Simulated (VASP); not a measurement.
Wanted: the native input for a VASP 6.6.1 run.

| Item | Value |
| --- | --- |
| Task | single point |
| Functional | LDA |
| Potentials or basis | VASP PAW LDA potentials, release 64 (Pd) |
| Cutoff | 520 eV |
| k mesh | 8 × 8 × 5 |
| Occupations | gaussian, width 0.05 eV |
| Spin | no spin polarisation |
| Dipole correction | no |
| Further INCAR settings | ALGO = Normal; EDIFF = 1e-07; NBANDS = 17 |

The structure of Pd lies in POSCAR:

```
Pd
1.0
    2.6897114995      0.0000000000      0.0000000000
   -1.3448557498      2.3293584874      0.0000000000
    0.0000000000      0.0000000000      4.5355992719
Pd
2
Direct
    0.3333333333      0.6666666667      0.2500000000
    0.6666666667      0.3333333333      0.7500000000
```

This isn't the form of Pd at room conditions, which is fcc.

The input as run:

INCAR

```
ALGO = Normal
EDIFF = 1E-7
ENCUT = 520
GGA = CA
ISIF = 2
ISMEAR = 0
LASPH = T
LCHARG = F
LREAL = F
LWAVE = F
NBANDS = 17
NELM = 60
PREC = Accurate
SIGMA = 0.05
```

KPOINTS

```
k-points
0
Gamma
  8 8 5
```

Potentials or basis: VASP PAW LDA potentials, release 64 (Pd).

The run is started by

```bash
$ cat potpaw_LDA.64/Pd/POTCAR > POTCAR
$ mpirun -np 1 vasp_std > vasp.out
```

Results of the run:

The pressure is 0.3 GPa. The band gap on the k mesh is zero (bands 10 and 11 overlap by 0.80 eV).

Wall time 8.8 s on 1 thread of Intel(R) Xeon(R) Platinum 8559C (Emerald Rapids), with other jobs on the host, peak memory 0.13 GiB.
